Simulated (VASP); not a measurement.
Set up this calculation in VASP 6.6.1, as the native input.

* Task: single point
* Functional: PBE
* Potentials or basis: VASP PAW PBE potentials, release 64 (Be, Zn, O)
* Cutoff: 520 eV
* k mesh: 6 × 6 × 6
* Occupations: gaussian, width 0.02 eV
* Spin: no spin polarisation
* Dipole correction: no
* Further INCAR settings: ALGO = Normal; EDIFF = 1e-06; NBANDS = 46

The structure of Be2ZnO3 lies in POSCAR:

```
Be2ZnO3
1.0
    4.3601173525     -2.5059014256      0.0000000000
    4.3601173525      2.5059014256      0.0000000000
    0.0000000000      0.0000000000      4.6335548003
Be Zn O
4 2 6
Direct
    0.5137256479      0.8338879591      0.5049428498
    0.8338879591      0.5137256479      0.0049428498
    0.1661120409      0.4862743521      0.5049428498
    0.4862743521      0.1661120409      0.0049428498
    0.1800035692      0.8199964308      0.9955856923
    0.8199964308      0.1800035692      0.4955856923
    0.5485638707      0.8357532637      0.8646795506
    0.1642467363      0.4514361293      0.8646795506
    0.7838637824      0.2161362176      0.9294695068
    0.8357532637      0.5485638707      0.3646795506
    0.4514361293      0.1642467363      0.3646795506
    0.2161362176      0.7838637824      0.4294695068
```

These files were run (other wordings do the same):

INCAR

```
SYSTEM = Be2ZnO3
  PREC = Accurate
  ENCUT = 520
  EDIFF = 1E-6
  ISMEAR = 0
  SIGMA = 0.02
  LREAL = .False.
  LASPH = .True.
  NELM = 80
  ALGO = Normal
  ISIF = 2
  LWAVE = .False.
  LCHARG = .True.
  GGA = PE
  LELF = .True.
  LVHAR = .True.
  NBANDS = 46
```

KPOINTS

```
regular mesh
0
Gamma
  6 6 6
  0 0 0
```

Potentials or basis: VASP PAW PBE potentials, release 64 (Be, Zn, O).

Launch:

```console
$ cat potpaw_PBE.64/Be/POTCAR potpaw_PBE.64/Zn/POTCAR potpaw_PBE.64/O/POTCAR > POTCAR
$ mpirun -np 1 vasp_std > vasp.out
```

It gave:

| Quantity | Value |
| --- | --- |
| Pressure | 0.6 GPa |
| Largest force | 0.054 eV/Å |
| Band gap on the k mesh | 3.75 eV, indirect (least direct gap 3.77 eV) |

Run time: 9.6 min on 1 thread of AMD EPYC 7R13, on a shared host, peak memory 0.31 GiB.
